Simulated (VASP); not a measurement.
Wanted: the native input for a VASP 6.6.1 run.

```yaml
Task: single point
Functional: PBE
Potentials_or_basis: VASP PAW PBE potentials, release 64 (Ba_sv, Te)
Cutoff: 520 eV
k_mesh: 6 × 6 × 6
Occupations: gaussian, width 0.05 eV
Spin: no spin polarisation
Dipole_correction: no
Further_INCAR_settings: ALGO = Normal; EDIFF = 1e-07; NBANDS = 15
```

The structure of BaTe lies in POSCAR:

```
BaTe
1.0
    4.4755893000      0.0000000000      0.0000000000
    0.0000000000      4.4755893000      0.0000000000
    0.0000000000      0.0000000000      4.4755893000
Ba Te
1 1
Direct
    0.0000000000      0.0000000000      0.0000000000
    0.5000000000      0.5000000000      0.5000000000
```

This cell differs from its parent crystal: strain +0.050 along x and y, +0.050 along z.

The input as run:

INCAR

```
PREC     = Accurate       # precision mode
ENCUT    = 520            # plane-wave cutoff, eV
EDIFF    = 1E-7           # SCF threshold, eV
ISMEAR   = 0              # smearing method
SIGMA    = 0.05           # smearing width, eV
LREAL    = False          # projectors in reciprocal space
LASPH    = True           # aspherical terms in the spheres
NELM     = 100            # most SCF steps
ALGO     = Normal         # electronic algorithm
ISIF     = 2              # what is computed and relaxed
LWAVE    = False          # write WAVECAR
LCHARG   = True           # write CHGCAR
GGA      = PE             # functional
LELF     = True           # ELF
LVHAR    = True         
NBANDS   = 15             # bands
```

KPOINTS

```
regular mesh
0
Gamma
  6 6 6
```

Potentials or basis: VASP PAW PBE potentials, release 64 (Ba_sv, Te).

Command:

```bash
$ cat potpaw_PBE.64/Ba_sv/POTCAR potpaw_PBE.64/Te/POTCAR > POTCAR
$ mpirun -np 1 vasp_std > vasp.out
```

It gave:

```json
{
 "Pressure": "-3.3 GPa",
 "Band gap on the k mesh": "1.06 eV, indirect (least direct gap 1.08 eV)"
}
```

Caveat: the cell differs from its parent crystal (strain +0.050 along x and y, +0.050 along z); spin-orbit coupling is left out, which moves the levels of the heavy elements.

It took 14 s on 1 thread of Intel(R) Xeon(R) 6975P-C (Granite Rapids), on a shared host, peak memory 0.21 GiB.
